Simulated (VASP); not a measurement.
# C: single point with PBEsol+D4

Crystal: C.

```
C
1.0
     0.00000    1.77285    1.77285
     1.77285    0.00000    1.77285
     1.77285    1.77285    0.00000
C
2
Direct
  0.75000 0.75000 0.75000
  0.50000 0.50000 0.50000
```

| Item | Value |
| --- | --- |
| Program | VASP 6.6.1 |
| Task | single point |
| Functional | PBEsol |
| Dispersion | D4 |
| Potentials or basis | VASP PAW PBE potentials, release 64 (C) |
| Cutoff | 520 eV |
| k mesh | 13 × 13 × 13 |
| Occupations | fermi-dirac, width 0.05 eV |
| Spin | no spin polarisation |

```json
{"Pressure": "1.1 GPa", "Band gap on the k mesh": "4.05 eV, indirect (least direct gap 5.59 eV)", "Dispersion energy per atom": "-0.121 eV"}
```

Levels at points of the mesh, in eV from the valence-band top:
| k point | band 2 | band 3 | band 4 | band 5 | band 6 | band 7 |
| --- | --- | --- | --- | --- | --- | --- |
| (0.00, 0.00, 0.00) | 0.00 | 0.00 | 0.00 | 5.59 | 5.59 | 5.59 |

Run time: 22 s on 1 thread of Intel Xeon 8259CL, on a shared host, peak memory 0.12 GiB.

Caveat: the PAW data sets were made with another functional, which shifts forces and pressure a little. A k mesh can miss the band edges.
